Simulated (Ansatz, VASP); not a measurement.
MgS in VASP and in Ansatz

File INCAR:

```
ALGO = Normal ; EDIFF = 1E-6
ENCUT = 600 ; GGA = PS
GGA_COMPAT = F ; ISIF = 2
ISMEAR = 0 ; LASPH = T
LCHARG = F ; LREAL = F
LWAVE = F ; NBANDS = 11
NELM = 120 ; PREC = Accurate
SIGMA = 0.05
```

File KPOINTS:

```
k-points
0
Gamma
  8 8 8
```

POSCAR

```
MgS
1.0
    0.0000000000      2.4975840000      2.4975840000
    2.4975840000      0.0000000000      2.4975840000
    2.4975840000      2.4975840000      0.0000000000
Mg S
1 1
Direct
    0.0000000000      0.0000000000      0.0000000000
    0.5000000000      0.5000000000      0.5000000000
```

Input for Ansatz:

```yaml
crystal:
  lattice:
    - [0.0, 2.497584, 2.497584]
    - [2.497584, 0.0, 2.497584]
    - [2.497584, 2.497584, 0.0]
  atoms:
    - { symbol: Mg, position: [0.0, 0.0, 0.0] }
    - { symbol: S, position: [0.5, 0.5, 0.5] }
basis:
  ecutwfc: 420
kpoints:
  mp_grid: { grid: [8, 8, 8] }
hamiltonian:
  xc: pbesol
scf:
  occupations: { method: gaussian, width: 0.05 }
output:
  forces: true
  stress: true
  eigenvalues: true
```

Change from the starting cell: strain -0.040 along x and y, -0.040 along z, atoms carried along.

Alike in both runs: task single point; functional PBEsol; k mesh 8 × 8 × 8; occupations gaussian, width 0.05 eV; no spin polarisation.

|  | VASP | Ansatz |
| --- | --- | --- |
| version | VASP 6.6.1 | Ansatz 0.2.0 |
| potentials or method | VASP PAW PBE potentials, release 64 (Mg, S), cutoff 600 eV | scalar-relativistic, plane waves, PAW |
| valence electrons in the cell | 8 | 16 |

```csv
,VASP,Ansatz,Ansatz less VASP
gap on the k mesh at the Fermi level (eV),2.95,2.94,-0.013
least direct gap on the mesh (eV),4.63,4.62,-0.006
pressure (GPa),10.6,10.8,+0.13
```

VASP's potentials were made for PBE, not for PBEsol. VASP's potentials hold 8 valence electrons a cell and Ansatz's 16, so a difference there can come from the potentials and not from the codes.
